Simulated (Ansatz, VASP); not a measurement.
# AlN in VASP and in Ansatz

```
CELL_PARAMETERS angstrom
3.10669 -0.07767 0.00000
-1.62061 2.72931 0.00000
0.00000 0.00000 4.97859
ATOMIC_POSITIONS crystal
Al 0.33593 0.66674 0.99668
Al 0.66407 0.33326 0.49668
N 0.34172 0.66736 0.37832
N 0.65828 0.33264 0.87832
```

Change from the starting cell: shear_xy strain -5.0%.

Alike in both runs: task single point; functional PBE; k mesh 12 × 12 × 6; occupations fermi-dirac, width 0.02 eV; no spin polarisation.

|  | VASP | Ansatz |
| --- | --- | --- |
| version | VASP 6.6.1 | Ansatz 0.2.0 |
| potentials or method | VASP PAW PBE potentials, release 64 (Al, N) | plane waves, PAW |
| plane-wave cutoff (eV) | 600 | 420 |
| valence electrons in the cell | 16 | 16 |

|  | VASP | Ansatz | Ansatz less VASP |
| --- | --- | --- | --- |
| gap on the k mesh at the Fermi level (eV) | 4.22 | 4.21 | -0.011 |
| pressure (GPa) | 4.3 | 4.7 | +0.38 |
| traceless stress, the component that is largest in VASP (GPa) | 6.34 | 6.29 | -0.052 |
| rms of the force components (eV/Å) | 0.015 | 0.015 | -0.0005 |

Atom by atom the forces differ by 0.001 eV/Å (rms over components). With one functional, cell and mesh, what is left measures potentials, basis and numerics.
